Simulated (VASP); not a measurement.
# LaNbO (P4mm) in VASP: further runs, part 3 of 3

VASP 6.6.1.

## 6. Single point, PBE

This run uses another cell than the first one, of 17.45 Å³/atom.

INCAR

```
PREC     = Accurate       # precision mode
ENCUT    = 520            # plane-wave cutoff, eV
EDIFF    = 1E-6           # SCF threshold, eV
ISMEAR   = 0              # smearing method
SIGMA    = 0.1            # smearing width, eV
LREAL    = False          # projectors in reciprocal space
LASPH    = True           # aspherical terms in the spheres
NELM     = 60             # most SCF steps
ALGO     = Normal         # electronic algorithm
ISIF     = 2              # what is computed and relaxed
LWAVE    = False          # write WAVECAR
LCHARG   = False          # write CHGCAR
GGA      = PE             # functional
NBANDS   = 22             # bands
```

KPOINTS

```
Automatic mesh
0
Gamma
  16 16 8
```

POSCAR

```
LaNbO
1.0
    2.9778166841      0.0000000000      0.0000000000
    0.0000000000      2.9778166841      0.0000000000
    0.0000000000      0.0000000000      5.9036032650
La Nb O
1 1 1
Direct
    0.0000000000      0.0000000000      0.9680083142
    0.0000000000      0.0000000000      0.4322448008
    0.5000000000      0.5000000000      0.5717544250
```

Potentials or basis: VASP PAW PBE potentials, release 64 (La, Nb_sv, O).

On the command line:

```sh
> cat potpaw_PBE.64/La/POTCAR potpaw_PBE.64/Nb_sv/POTCAR potpaw_PBE.64/O/POTCAR > POTCAR
> mpirun -np 1 vasp_std > vasp.out
```

OUTCAR:

```text
PREC = Accurate
   ENCUT = 520
   EDIFF = 1E-6
   ISMEAR = 0
   LREAL = False
   LASPH = True
   NELM = 60
   ISIF = 2
   GGA = PE

 ion  position               nearest neighbor table
   1  0.000  0.000  0.968-   2 2.74   2 3.16
   2  0.000  0.000  0.432-   3 2.26   3 2.26   3 2.26   3 2.26   1 2.74   1 3.16
   3  0.500  0.500  0.572-   2 2.26   2 2.26   2 2.26   2 2.26

  LATTYP: Found a simple tetragonal cell.
 ALAT       =     2.9778166841
 C/A-ratio  =     1.9825274324

  Lattice vectors:

 A1 = (   2.9778166841,   0.0000000000,   0.0000000000)
 A2 = (   0.0000000000,   2.9778166841,   0.0000000000)
 A3 = (   0.0000000000,   0.0000000000,   5.9036032650)

Analysis of symmetry for initial positions (statically):
=====================================================================
 Subroutine PRICEL returns:
 Original cell was already a primitive cell.

 Routine SETGRP: Setting up the symmetry group for a
 simple tetragonal supercell.

 Subroutine GETGRP returns: Found  8 space group operations
 (whereof  8 operations were pure point group operations)
 out of a pool of 16 trial point group operations.

The static configuration has the point symmetry C_4v.

Analysis of symmetry for dynamics (positions and initial velocities):
=====================================================================
 Subroutine PRICEL returns:
 Original cell was already a primitive cell.

 Routine SETGRP: Setting up the symmetry group for a
 simple tetragonal supercell.

 Subroutine GETGRP returns: Found  8 space group operations
 (whereof  8 operations were pure point group operations)
 out of a pool of 16 trial point group operations.

The dynamic configuration has the point symmetry C_4v.

 Subroutine INISYM returns: Found  8 space group operations
 (whereof  8 operations are pure point group operations),
 and found     1 'primitive' translations

----------------------------------------------------------------------------------------

                                     Primitive cell

  volume of cell :      52.3496

  direct lattice vectors                    reciprocal lattice vectors
     2.977816684  0.000000000  0.000000000     0.335816508  0.000000000  0.000000000
     0.000000000  2.977816684  0.000000000     0.000000000  0.335816508  0.000000000
     0.000000000  0.000000000  5.903603265     0.000000000  0.000000000  0.169388076

  length of vectors
     2.977816684  2.977816684  5.903603265     0.335816508  0.335816508  0.169388076

  position of ions in fractional coordinates (direct lattice)
     0.000000000  0.000000000  0.968008314
     0.000000000  0.000000000  0.432244801
     0.500000000  0.500000000  0.571754425

  ion indices of the primitive-cell ions
   primitive index   ion index
                 1           1
                 2           2
                 3           3

----------------------------------------------------------------------------------------

 KPOINTS: Automatic mesh

Automatic generation of k-mesh.
 Grid dimensions read from file:
 generate k-points for:   16   16    8

 Generating k-lattice:

  Cartesian coordinates                     Fractional coordinates (reciprocal lattice)
     0.020988532  0.000000000  0.000000000     0.062500000  0.000000000  0.000000000
     0.000000000  0.020988532  0.000000000     0.000000000  0.062500000  0.000000000
     0.000000000  0.000000000  0.021173510     0.000000000  0.000000000  0.125000000

  Length of vectors
     0.020988532  0.020988532  0.021173510

  Shift w.r.t. Gamma in fractional coordinates (k-lattice)
     0.000000000  0.000000000  0.000000000

 Subroutine IBZKPT returns following result:
 ===========================================

 Found    225 irreducible k-points:

 Following reciprocal coordinates:
            Coordinates               Weight
  0.000000  0.000000  0.000000      1.000000
  0.062500  0.000000  0.000000      4.000000
  0.125000  0.000000  0.000000      4.000000
  0.187500  0.000000  0.000000      4.000000
  0.250000  0.000000  0.000000      4.000000
  0.312500  0.000000  0.000000      4.000000
[... 16 lines left out ...]
  0.437500  0.125000  0.000000      8.000000
  0.500000  0.125000  0.000000      4.000000
 [... further k-points ...]
   k-points           NKPTS =    225   k-points in BZ     NKDIM =    225   number of bands    NBANDS=     22
   number of dos      NEDOS =    301   number of ions     NIONS =      3
   total plane-waves  NPLWV =  27648
   dimension x,y,z NGX =    24 NGY =   24 NGZ =   48
   dimension x,y,z NGXF=    48 NGYF=   48 NGZF=   96
   ions per type =               1   1   1
   NGX,Y,Z   is equivalent  to a cutoff of  13.40, 13.40, 13.52 a.u.
   NGXF,Y,Z  is equivalent  to a cutoff of  26.80, 26.80, 27.03 a.u.
 SYSTEM =  unknown system
   PREC   = accura    normal or accurate (medium, high low for compatibility)
   ISTART =      0    job   : 0-new  1-cont  2-samecut
   ICHARG =      2    charge: 1-file 2-atom 10-const
   ISPIN  =      1    spin polarized calculation?
   LNONCOLLINEAR =      F non collinear calculations
   LSORBIT =      F    spin-orbit coupling
   LASPH  =      T    aspherical Exc in radial PAW
   ENCUT  =  520.0 eV  38.22 Ry    6.18 a.u.   5.54  5.54 10.98*2*pi/ulx,y,z
   NELM   =     60;   NELMIN=  2; NELMDL= -5     # of ELM steps
   EDIFF  = 0.1E-05   stopping-criterion for ELM
   LREAL  =      F    real-space projection
   EDIFFG = 0.1E-04   stopping-criterion for IOM
   NSW    =      0    number of steps for IOM
   IBRION =     -1    ionic relax: 0-MD 1-quasi-New 2-CG
   NFREE  =      0    steps in history (QN), initial steepest desc. (CG)
   ISIF   =      2    stress and relaxation
   ISYM   =      2    0-nonsym 1-usesym 2-fastsym
   POTIM  = 0.5000    time-step for ionic-motion
   TEBEG  =    0.0;   TEEND  =   0.0 temperature during run
   PSTRESS=    0.0 pullay stress
   NELECT =      30.0000    total number of electrons
   NUPDOWN=      -1.0000    fix difference up-down
   EMIN   =  10.00;   EMAX   =-10.00  energy-range for DOS
   EFERMI =   0.00;   METHOD = LEGACY
   ISMEAR =     0;   SIGMA  =   0.10  broadening in eV -4-tet -1-fermi 0-gaus
   EFERMI_NEDOS =   21; number of points for ismear=-14 and -15
   IALGO  =     38    algorithm
   IMIX   =      4    mixing-type and parameters
     AMIX     =   0.40;   BMIX     =  1.00
     AMIX_MAG =   1.60;   BMIX_MAG =  1.00
  volume/ion in A,a.u.               =      17.45       117.76
  Fermi-wavevector in a.u.,A,eV,Ry     =   1.359808  2.569664 25.158227  1.849077
  Thomas-Fermi vector in A             =   2.486524
   LORBIT       =      0    0 simple, 1 ext, 2 COOP (PROOUT), +10 PAW based schemes
   GGA     = PE    functional components
   LHFCALC =     F    Hartree Fock is set to
   AEXX    =    0.0000 exact exchange contribution
   IVDW    =     0    specifies the selected vdW correction
   LEPSILON=     F    determine dielectric tensor
   LRPA    =     F    only Hartree local field effects (RPA)
 non-spin polarized calculation
 Gauss-broadening in eV      SIGMA  =   0.10
  energy-cutoff  :      520.00
  volume of cell :       52.35
 maximum number of plane-waves:      1445
 NGX is ok and might be reduce to    24
   NGX = 11   NGY = 11   NGZ = 21

 number of electron      29.9999997 magnetization

 Free energy of the ion-electron system (eV)
  ---------------------------------------------------
  ext. energy  EPLUGINS =         0.00000000
  ---------------------------------------------------
  free energy    TOTEN  =       -22.14653218 eV

  energy without entropy =      -22.13734922  energy(sigma->0) =      -22.14194070

 E-fermi :  10.7692     XC(G=0): -11.5209

 val. band max:       10.7633585197   @ k =   0.5000   0.1250   0.1250
 cond. band min:      10.7759550821   @ k =   0.5000   0.4375   0.2500
 fundamental gap:      0.0125965624
 Fermi energy:        10.7692071391

 k-point     1 :       0.0000    0.0000    0.0000
  band No.  band energies     occupation
      1     -44.6306      2.00000
      2     -22.2475      2.00000
      3     -20.7594      2.00000
      4     -20.3964      2.00000
      5     -20.3964      2.00000
      6      -9.1358      2.00000
[... 14 lines left out ...]
     21      13.1986      0.00000
     22      13.3903      0.00000
[... 552 lines left out ...]
  band No.  band energies     occupation
      1     -44.5505      2.00000
      2     -21.5041      2.00000
      3     -21.1345      2.00000
      4     -20.6145      2.00000
      5     -20.4192      2.00000
      6      -8.6201      2.00000
[... 14 lines left out ...]
     21      13.2067      0.00000
     22      13.5906      0.00000

 [... further k-points ...]

------------------------ aborting loop because EDIFF is reached ----------------------------------------

  FORCE on cell =-STRESS in cart. coord.  units (eV):
  Direction    XX          YY          ZZ          XY          YZ          ZX
  --------------------------------------------------------------------------------------
  -------------------------------------------------------------------------------------
  Total       -0.0336232     -0.0336232     -0.0214729      0.0000000      0.0000000      0.0000000
  in kB       -1.0290504     -1.0290504     -0.6571852      0.0000000      0.0000000      0.0000000
  external PRESSURE =      -0.9050953 kB  Pullay stress =       0.0000000 kB

 VOLUME and BASIS-vectors are now :
 -----------------------------------------------------------------------------
  energy-cutoff  :      520.00
  volume of cell :       52.35
      direct lattice vectors                 reciprocal lattice vectors
     2.977816684  0.000000000  0.000000000     0.335816508  0.000000000  0.000000000
     0.000000000  2.977816684  0.000000000     0.000000000  0.335816508  0.000000000
     0.000000000  0.000000000  5.903603265     0.000000000  0.000000000  0.169388076

 POSITION                                       TOTAL-FORCE (eV/Angst)
 -----------------------------------------------------------------------------------
      0.00000      0.00000      5.71474        -0.000000     -0.000000     -0.010029
      0.00000      0.00000      2.55180         0.000000      0.000000      0.005149
      1.48891      1.48891      3.37541         0.000000      0.000000      0.004879
 -----------------------------------------------------------------------------------
    total drift:                                0.000000     -0.000000     -0.000977

  FREE ENERGIE OF THE ION-ELECTRON SYSTEM (eV)
  ---------------------------------------------------
  free  energy   TOTEN  =       -22.1465321771 eV

  energy  without entropy=      -22.1373492235  energy(sigma->0) =      -22.14194070
```

Run time: 4 min. Hardware: 1 thread of AMD EPYC 7R13 (Zen 3), shared host; peak memory 0.41 GiB.

Results:

* Free energy: -22.1465 eV
* Pressure: -0.1 GPa
* Largest force: 0.010 eV/Å
* Band gap on the k mesh: zero (bands 15 and 16 overlap by 1.86 eV)

Forces on the atoms (eV/Å):
```
La   0.000  0.000 -0.010
Nb   0.000  0.000  0.005
O    0.000  0.000  0.005
```

Caveat: spin-orbit coupling is left out, which moves the levels of the heavy elements.

## 7. Relaxation of cell and atoms, PBE

INCAR

```
SYSTEM = LaNbO
ALGO = Normal
EDIFF = 1E-6
EDIFFG = -0.01
ENCUT = 600
GGA = PE
IBRION = 2
ISIF = 3
ISMEAR = 0
LASPH = .TRUE.
LCHARG = .FALSE.
LREAL = .FALSE.
LWAVE = .FALSE.
NELM = 100
NSW = 100
PREC = Accurate
SIGMA = 0.1
```

KPOINTS

```
k-points
0
G
  16 16 8
  0 0 0
```

POSCAR

```
LaNbO
1.0
    2.9847120102      0.0000000000      0.0000000000
    0.0000000000      2.9847120102      0.0000000000
    0.0000000000      0.0000000000      5.8587746621
La Nb O
1 1 1
Direct
    0.0000000000      0.0000000000      0.9660585785
    0.0000000000      0.0000000000      0.4321296748
    0.5000000000      0.5000000000      0.5738192867
```

On the command line:

```sh
> cat potpaw_PBE.64/La/POTCAR potpaw_PBE.64/Nb_sv/POTCAR potpaw_PBE.64/O/POTCAR > POTCAR
> mpirun -np 1 vasp_std > vasp.out
```

It took 19 min on 1 thread of AMD EPYC 7R13 (Zen 3), shared host; peak memory 0.46 GiB.

Results (log left out):

| Item | Value |
| --- | --- |
| Free energy | -22.1492 eV |
| Relaxed volume | 17.41 Å³/atom |
| Relaxed cell | a = 2.976 Å, b = 2.976 Å, c = 5.896 Å, α = 90.00°, β = 90.00°, γ = 90.00° |
| Space group after relaxing (to 0.1 Å) | P4mm (No. 99) |
| Energy gained by relaxing | 0.5 meV/atom |
| Ionic steps | 9 |
| Pressure after relaxing | 0.0 GPa |
| Largest force after relaxing | 0.004 eV/Å |
| Band gap on the k mesh | zero (bands 15 and 16 overlap by 1.87 eV) |

Forces in eV/Å, atoms in the order of the input:
```
La   0.000  0.000  0.004
Nb   0.000  0.000 -0.004
O    0.000  0.000  0.000
```

The path:
| step | energy change (eV) | largest force (eV/Å) | pressure (GPa) | volume (Å³) |
| --- | --- | --- | --- | --- |
| 1 | 0.0000 | 0.0405 | -0.23 | 52.19 |
| 2 | -0.0012 | 0.0370 | 0.31 | 52.00 |
| 3 | -0.0013 | 0.0353 | 0.23 | 52.04 |
| 4 | -0.0014 | 0.0307 | -0.14 | 52.19 |
| 5 | -0.0014 | 0.0214 | -0.03 | 52.14 |
| 6 | -0.0015 | 0.0180 | 0.00 | 52.14 |
| 7 | -0.0015 | 0.0184 | 0.03 | 52.13 |
| 8 | -0.0015 | 0.0125 | 0.04 | 52.16 |
| 9 | -0.0016 | 0.0041 | 0.02 | 52.23 |

Final structure:
```yaml
crystal:
  lattice:
    - [2.97631, 0.00000, 0.00000]
    - [0.00000, 2.97631, 0.00000]
    - [0.00000, 0.00000, 5.89587]
  atoms:
    - { symbol: La, position: [0.00000, 0.00000, 0.96738] }
    - { symbol: Nb, position: [0.00000, 0.00000, 0.43206] }
    - { symbol: O, position: [0.50000, 0.50000, 0.57257] }
```

Levels at points of the mesh, in eV from the Fermi level:
```tsv
k point	band 13	band 14	band 15	band 16	band 17	band 18
(0.00, 0.00, 0.00)	-2.76	-2.09	-1.37	-1.11	1.96	2.01
(0.50, 0.00, 0.00)	-1.90	-1.72	0.63	0.73	1.45	1.50
(0.50, 0.50, 0.00)	-2.96	-0.74	-0.74	-0.71	2.17	2.21
(0.00, 0.00, 0.50)	-2.65	-1.31	-0.76	0.11	0.72	2.00
(0.50, 0.00, 0.50)	-2.49	-0.65	0.52	0.89	1.12	1.52
(0.50, 0.50, 0.50)	-2.37	-0.85	-0.85	1.08	1.33	2.02
```

Caveat: spin-orbit coupling is left out, which moves the levels of the heavy elements.

## 8. Overview

```tsv
task	spin	cell	k mesh	cutoff (eV)	gap on the mesh (eV)	pressure (GPa)	relaxed volume (Å³/atom)	largest force (eV/Å)
single point	off	a = 2.985, b = 2.985, c = 5.859 Å, 3 atoms, atomic positions A	6 × 6 × 4	520	none	0.0	-	0.01
single point	off	a = 3.134, b = 3.134, c = 6.166 Å, 3 atoms, atomic positions B	6 × 6 × 4	520	none	-10.0	-	1.67
single point	collinear, zero start	a = 3.134, b = 3.134, c = 6.166 Å, 3 atoms, atomic positions B	6 × 6 × 4	520	none	-10.0	-	1.67
relaxation of cell and atoms	off	relaxed from a = 3.134, b = 3.134, c = 6.166 Å, 3 atoms, atomic positions B	6 × 6 × 4	600	none	-0.1	17.34	0.04
single point	off	a = 2.978, b = 2.978, c = 5.904 Å, 3 atoms, atomic positions C	16 × 16 × 8	520	none	-0.1	-	0.01
relaxation of cell and atoms	off	relaxed from a = 2.985, b = 2.985, c = 5.859 Å, 3 atoms, atomic positions A	16 × 16 × 8	600	none	0.0	17.41	-
```

Alike in all rows: level PBE; potentials or basis VASP PAW PBE potentials, release 64 (La, Nb_sv, O); smearing gaussian 0.1 eV.

Caveats: spin-orbit coupling is left out, which moves the levels of the heavy elements; the cell stands under tension (at least some runs); forces of over 1 eV/Å act on the atoms, so gaps and moduli don't describe the material at rest (at least some runs).

Total energies depend on the potentials used, so only differences within one code and one set of settings carry meaning.

The gap in the log of VASP goes by the Fermi energy; the results here count the filled bands.